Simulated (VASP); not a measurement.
Input of a VASP 6.6.1 run:

File INCAR:

```
  ALGO = Normal
  EDIFF = 1E-7
  ENCUT = 520
  GGA = PS
  ISIF = 2
  ISMEAR = 0
  LASPH = True
  LCHARG = False
  LREAL = False
  LWAVE = False
  NBANDS = 18
  NELM = 100
  PREC = Accurate
  SIGMA = 0.1
```

The input KPOINTS:

```
k-points
0
Gamma
  12 12 12
```

Contents of POSCAR:

```
CoSi3
1.0
    0.0000000000      3.1854789205      3.1854789205
    3.1854789205      0.0000000000      3.1854789205
    3.1854789205      3.1854789205      0.0000000000
Si Co
3 1
Direct
    0.2500000000      0.2500000000      0.2500000000
    0.7500000000      0.7500000000      0.7500000000
    0.5000000000      0.5000000000      0.5000000000
    0.0000000000      0.0000000000      0.0000000000
```

Potentials or basis: VASP PAW PBE potentials, release 64 (Si, Co).

Command:

```sh
$ cat potpaw_PBE.64/Si/POTCAR potpaw_PBE.64/Co/POTCAR > POTCAR
$ mpirun -np 1 vasp_std > vasp.out
```

Problem. Estimate the pressure.

Solution. -21.0 GPa.

Caveat: the PAW data sets were made with another functional, which shifts forces and pressure a little. Spin polarisation is off, so any magnetic state and its effect on volume and gap are missing.
